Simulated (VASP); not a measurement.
A run of VASP 6.6.1 is set up as follows.

File INCAR:

```
PREC     = Accurate       # precision mode
ENCUT    = 520            # plane-wave cutoff, eV
EDIFF    = 1E-7           # SCF threshold, eV
ISMEAR   = 0              # smearing method
SIGMA    = 0.1            # smearing width, eV
LREAL    = False          # projectors in reciprocal space
LASPH    = True           # aspherical terms in the spheres
NELM     = 150            # most SCF steps
ALGO     = Normal         # electronic algorithm
ISIF     = 2              # what is computed and relaxed
LWAVE    = False          # write WAVECAR
LCHARG   = False          # write CHGCAR
ISPIN    = 2              # spin polarisation
MAGMOM   = 0 1 1 1 0 0 0 0 # initial moments
LORBIT   = 11             # projections on sites
LMAXMIX  = 4              # l up to which the mixer works
GGA      = PE             # functional
NBANDS   = 48             # bands
```

KPOINTS

```
Automatic mesh
0
Gamma
  4 4 4
```

The input POSCAR:

```
CdCu3O4
1.0
    4.7352510414      0.0000000000      0.0000000000
    0.0000000000      4.7352510414      0.0000000000
    0.0000000000      0.0000000000      4.7352510414
Cd Cu O
1 3 4
Direct
    0.0000000000      0.0000000000      0.0000000000
    0.5000000000      0.0000000000      0.0000000000
    0.0000000000      0.5000000000      0.0000000000
    0.0000000000      0.0000000000      0.5000000000
    0.2350000000      0.2350000000      0.2350000000
    0.2350000000      0.7650000000      0.7650000000
    0.7650000000      0.7650000000      0.2350000000
    0.7650000000      0.2350000000      0.7650000000
```

Potentials or basis: VASP PAW PBE potentials, release 64 (Cd, Cu, O).

Run with:

```console
$ cat potpaw_PBE.64/Cd/POTCAR potpaw_PBE.64/Cu/POTCAR potpaw_PBE.64/O/POTCAR > POTCAR
$ mpirun -np 1 vasp_std > vasp.out
```

(1) Predict the net moment.

(2) What does it give for the largest force?

Results:

(1) 0.00 μB per cell.

(2) 4.881 eV/Å.

Caveat: forces of over 1 eV/Å act on the atoms, so gaps and moduli don't describe the material at rest.
